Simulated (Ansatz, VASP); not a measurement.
**Two plane-wave programs on SrCl2**

Contents of POSCAR:

```
SrCl2
1.0
    0.0000000000      3.4261202200      3.4261202200
    3.4261202200      0.0000000000      3.4261202200
    3.4261202200      3.4261202200      0.0000000000
Sr Cl
1 2
Direct
    0.0000000000      0.0000000000      0.0000000000
    0.2500000000      0.2500000000      0.2500000000
    0.7500000000      0.7500000000      0.7500000000
```

Contents of INCAR.step1:

```
ALGO     = Normal         # electronic algorithm
EDIFF    = 1E-4           # SCF threshold, eV
ENCUT    = 520            # plane-wave cutoff, eV
GGA      = PE             # functional
ISMEAR   = -1             # smearing method
LASPH    = T              # aspherical terms in the spheres
LCHARG   = F              # write CHGCAR
LREAL    = F              # projectors in reciprocal space
LWAVE    = T              # write WAVECAR
NELM     = 60             # most SCF steps
PREC     = Accurate       # precision mode
SIGMA    = 0.02           # smearing width, eV
```

The input INCAR.step2:

```
ALGO     = Normal         # electronic algorithm
EDIFF    = 1E-6           # SCF threshold, eV
EDIFFG   = -0.01          # ionic threshold
ENCUT    = 520            # plane-wave cutoff, eV
IBRION   = 2              # ionic algorithm
ISIF     = 2              # what is computed and relaxed
ISMEAR   = -1             # smearing method
ISTART   = 1            
LASPH    = T              # aspherical terms in the spheres
LCHARG   = F              # write CHGCAR
LMIXTAU  = T            
LREAL    = F              # projectors in reciprocal space
LWAVE    = F              # write WAVECAR
METAGGA  = R2SCAN         # meta-GGA
NELM     = 60             # most SCF steps
NSW      = 50             # ionic steps
PREC     = Accurate       # precision mode
SIGMA    = 0.02           # smearing width, eV
```

KPOINTS

```
k-points
0
Gamma
  8 8 8
```

Input for Ansatz:

```yaml
crystal:
  lattice:
    - [0.0, 3.42612022, 3.42612022]
    - [3.42612022, 0.0, 3.42612022]
    - [3.42612022, 3.42612022, 0.0]
  atoms:
    - { symbol: Sr, position: [0.0, 0.0, 0.0] }
    - { symbol: Cl, position: [0.25, 0.25, 0.25] }
    - { symbol: Cl, position: [0.75, 0.75, 0.75] }
  symmetry: { tolerance: 0.0003 }
hamiltonian:
  xc: r2scan
  pseudopotentials: { kind: paw, azcp: { folder: soft_1 } }
basis:
  ecutwfc: 500
magnetization:
  spin_polarized: false
scf:
  occupations: { method: fermi_dirac, width: 0.02 }
kpoints:
  mp_grid: { grid: [8, 8, 8], shift: [0, 0, 0] }
  band_path:
    path:
      - [0.0, 0.0, 0.0]
      - [0.5, 0.0, 0.5]
      - [0.625, 0.25, 0.625]
      - [0.375, 0.375, 0.75]
      - [0.0, 0.0, 0.0]
      - [0.5, 0.5, 0.5]
      - [0.5, 0.25, 0.75]
      - [0.5, 0.0, 0.5]
    npoints: 10
output:
  forces: true
  stress: true
  eigenvalues: true
  write_potential: true
  elf: true
  volumetric_format: npy
  dos: { e_range: [-12, 8], de: 0.05 }
relax:
  max_steps: 30
```

Alike in both runs: task relaxation of the atoms; functional r2SCAN; k mesh 8 × 8 × 8; occupations fermi-dirac, width 0.02 eV; no spin polarisation.

|  | VASP | Ansatz |
| --- | --- | --- |
| version | VASP 6.6.1 | Ansatz 0.2.0 |
| potentials or method | VASP PAW PBE potentials, release 64 (Sr_sv, Cl), cutoff 520 eV | PAW plane waves |
| valence electrons in the cell | 24 | 24 |

```csv
,VASP,Ansatz,Ansatz less VASP
"gap on the k mesh at the Fermi level, each at its own relaxed structure (eV)",5.95,5.96,+0.001
```

VASP's potentials were made for PBE, not for r2SCAN. Ansatz's warnings: stress scf threshold loose.

Noted on VASP's run: the relaxation stopped at its first step, so nothing moved.
